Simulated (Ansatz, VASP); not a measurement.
# Two plane-wave programs on HfO2

```xyz
3
Lattice="0.0000 2.4616 2.5575 2.5575 0.0000 2.5575 2.5575 2.4616 0.0000" Properties=species:S:1:pos:R:3 pbc="T T T"
Hf    0.0000    0.0000    0.0000
O     1.2788    1.2308    1.2788
O     3.8363    3.6924    3.8363
```

Change from the starting cell: strain -0.0375 x Voigt [0, 1, 0, 0, 0, 0], atoms carried along.

Alike in both runs: task single point; functional r2SCAN; k mesh 8 × 8 × 8; occupations gaussian, width 0.05 eV; no spin polarisation.

```csv
,VASP,Ansatz
version,VASP 6.6.1,Ansatz 0.2.0
potentials or method,"VASP PAW PBE potentials, release 64 (Hf_pv, O), cutoff 520 eV","scalar-relativistic, plane waves, PAW"
valence electrons in the cell,22,38
```

VASP gave:

* gap on the k mesh at the Fermi level (eV): 3.92
* least direct gap on the mesh (eV): 4.00
* pressure (GPa): -2.6
* traceless stress, the component that is largest in VASP (GPa): 12.81

Estimate Ansatz's values.

gap on the k mesh at the Fermi level (eV): 3.93; least direct gap on the mesh (eV): 3.99; pressure (GPa): 1.4; traceless stress, the component that is largest in VASP (GPa): 12.59.

VASP's potentials were made for PBE, not for r2SCAN. VASP's potentials hold 22 valence electrons a cell and Ansatz's 38, so a difference there can come from the potentials and not from the codes.

Spin-orbit coupling is off throughout.
